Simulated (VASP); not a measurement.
Write the native input for VASP 6.6.1 that does the following.

* Task: single point
* Functional: PBE
* Potentials or basis: VASP PAW PBE potentials, release 64 (Tb_3, Y_sv, Pb_d), 4f in core
* Cutoff: 500 eV
* k mesh: 4 × 4 × 4
* Occupations: gaussian, width 0.1 eV
* Spin: no spin polarisation
* Dipole correction: no
* Mended: yes
* Further INCAR settings: ALGO = Normal; EDIFF = 1e-06; NBANDS = 34

The structure of Tb3YPb lies in POSCAR:

```
Tb3YPb
1.0
    4.9071407448      0.0000000000      0.0000000000
    0.0000000000      4.9071407448      0.0000000000
    0.0000000000      0.0000000000      7.0033494403
Tb Y Pb
3 1 1
Direct
    0.5000000000      0.5000000000      0.1556297656
    0.0000000000      0.5000000000      0.4608340213
    0.5000000000      0.0000000000      0.4608340213
    0.0000000000      0.0000000000      0.0201447990
    0.5000000000      0.5000000000      0.7444574228
```

The cell was built from a structure type or drawn by symmetry, and may not be a known phase.

One way to write it, as run:

INCAR

```
PREC = Accurate ; ENCUT = 500
EDIFF = 1E-6 ; ISMEAR = 0
SIGMA = 0.1 ; LREAL = F
LASPH = T ; NELM = 200
ALGO = Normal ; ISIF = 2
LWAVE = F ; LCHARG = F
GGA = PE ; NBANDS = 34
GGA_COMPAT = F ; LMAXMIX = 6
```

KPOINTS

```
regular mesh
0
Gamma
  4 4 4
```

Potentials or basis: VASP PAW PBE potentials, release 64 (Tb_3, Y_sv, Pb_d), 4f in core.

Launch:

```console
$ cat potpaw_PBE.64/Tb_3/POTCAR potpaw_PBE.64/Y_sv/POTCAR potpaw_PBE.64/Pb_d/POTCAR > POTCAR
$ mpirun -np 1 vasp_std > vasp.out
```

Results of the run:

- Pressure: 0.3 GPa
- Largest force: 0.034 eV/Å
- Band gap on the k mesh: zero (bands 26 and 27 overlap by 0.18 eV)

Caveat: spin-orbit coupling is left out, which moves the levels of the heavy elements; the 4f electrons are frozen in the core, so they carry no moment and show no levels.

Wall time 44 s on 1 thread of Intel(R) Xeon(R) 6975P-C (Granite Rapids), with other jobs on the host, peak memory 0.31 GiB.
